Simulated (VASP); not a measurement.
Set up this calculation in VASP 6.6.1, as the native input.

```yaml
Task: single point
Functional: PBE
Potentials_or_basis: VASP PAW PBE potentials, release 64 (Cd, Se, S)
Cutoff: 520 eV
k_mesh: 6 × 6 × 2
Occupations: gaussian, width 0.1 eV
Spin: no spin polarisation
Dipole_correction: no
Further_INCAR_settings: ALGO = Normal; EDIFF = 1e-06; NBANDS = 46
```

The structure of Cd4SeS3 lies in POSCAR:

```
Cd4SeS3
1.0
    4.2413339754      0.0000000030      0.0000000000
   -2.1206669903      3.6731029672      0.0000000000
    0.0000000000      0.0000000000     13.8334183850
Cd Se S
4 1 3
Direct
    0.3333333333      0.6666666667      0.0048685968
    0.3333333333      0.6666666667      0.4943536227
    0.6666666667      0.3333333333      0.2495612007
    0.6666666667      0.3333333333      0.7605015112
    0.3333333333      0.6666666667      0.6883083854
    0.3333333333      0.6666666667      0.1908241534
    0.6666666667      0.3333333333      0.4354987292
    0.6666666667      0.3333333333      0.9460838007
```

The input as run:

INCAR

```
SYSTEM = Cd4SeS3
PREC     = Accurate       ! precision mode
ENCUT    = 520            ! plane-wave cutoff, eV
EDIFF    = 1E-6           ! SCF threshold, eV
ISMEAR   = 0              ! smearing method
SIGMA    = 0.1            ! smearing width, eV
LREAL    = .False.        ! projectors in reciprocal space
LASPH    = .True.         ! aspherical terms in the spheres
NELM     = 80             ! most SCF steps
ALGO     = Normal         ! electronic algorithm
ISIF     = 2              ! what is computed and relaxed
LWAVE    = .False.        ! write WAVECAR
LCHARG   = .False.        ! write CHGCAR
GGA      = PE             ! functional
NBANDS   = 46             ! bands
```

KPOINTS

```
regular mesh
0
Gamma
  6 6 2
  0 0 0
```

Potentials or basis: VASP PAW PBE potentials, release 64 (Cd, Se, S).

The run is started by

```console
$ cat potpaw_PBE.64/Cd/POTCAR potpaw_PBE.64/Se/POTCAR potpaw_PBE.64/S/POTCAR > POTCAR
$ mpirun -np 1 vasp_std > vasp.out
```

It gave:

The pressure is 0.3 GPa. The largest force is 0.012 eV/Å and the band gap on the k mesh is 0.74 eV.

It took 110 s on 1 thread of Intel(R) Xeon(R) Platinum 8488C (Sapphire Rapids) (shared host), peak memory 0.38 GiB.
